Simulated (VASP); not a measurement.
Wanted: the native input for a VASP 6.6.1 run.

- Task: single point
- Functional: HSE06
- Potentials or basis: VASP PAW PBE potentials, release 64 (Si)
- Cutoff: 520 eV
- k mesh: 6 × 6 × 6
- Occupations: gaussian, width 0.01 eV
- Spin: no spin polarisation
- Dipole correction: no
- Grid for exact exchange (PRECFOCK): Normal
- Further INCAR settings: ALGO = Normal; EDIFF = 1e-07; NBANDS = 11
- Share of exact exchange: 0.25
- Screening parameter: 0.2079 1/Å

Si:

```
Si
1.0
     0.00000    2.74934    2.70221
     2.74934    0.00000    2.70221
     2.74934    2.74934    0.00000
Si
2
Direct
  0.00000 0.00000 0.00000
  0.25000 0.25000 0.25000
```

This cell differs from its parent crystal: epitaxial xy strain +1.0%.

One way to write it, as run:

POSCAR

```
Si
1.0
    0.0000000000      2.7493400846      2.7022135923
    2.7493400846      0.0000000000      2.7022135923
    2.7493400846      2.7493400846      0.0000000000
Si
2
Direct
    0.0000000000      0.0000000000      0.0000000000
    0.2500000000      0.2500000000      0.2500000000
```

INCAR.step1

```
ALGO = Normal
EDIFF = 1E-5
ENCUT = 520
GGA = PE
ISIF = 2
ISMEAR = 0
LASPH = True
LCHARG = False
LREAL = False
LWAVE = True
NBANDS = 11
NELM = 80
PREC = Accurate
SIGMA = 0.01
```

INCAR.step2

```
ALGO = Normal
EDIFF = 1E-7
ENCUT = 520
GGA = PE
HFSCREEN = 0.2079
ISIF = 2
ISMEAR = 0
ISTART = 1
LASPH = True
LCHARG = False
LHFCALC = True
LREAL = False
LWAVE = False
NBANDS = 11
NELM = 80
PREC = Accurate
PRECFOCK = Normal
SIGMA = 0.01
```

KPOINTS

```
k-points
0
Gamma
  6 6 6
```

Potentials or basis: VASP PAW PBE potentials, release 64 (Si).

Command:

```console
$ cat potpaw_PBE.64/Si/POTCAR > POTCAR
$ cp INCAR.step1 INCAR
$ mpirun -np 1 vasp_std > vasp.out
$ cp INCAR.step2 INCAR
$ mpirun -np 1 vasp_std > vasp.out
```

It gave:

| Item | Value |
| --- | --- |
| Pressure | -1.7 GPa |
| Band gap on the k mesh | 1.15 eV (least direct gap 3.19 eV) |

Caveat: the cell differs from its parent crystal (epitaxial xy strain +1.0%); the PAW data sets were made with another functional, which shifts forces and pressure a little.

It took 40 min on 1 thread of Oxide Virtual Turin-like Processor, with other jobs on the host, peak memory 0.25 GiB.
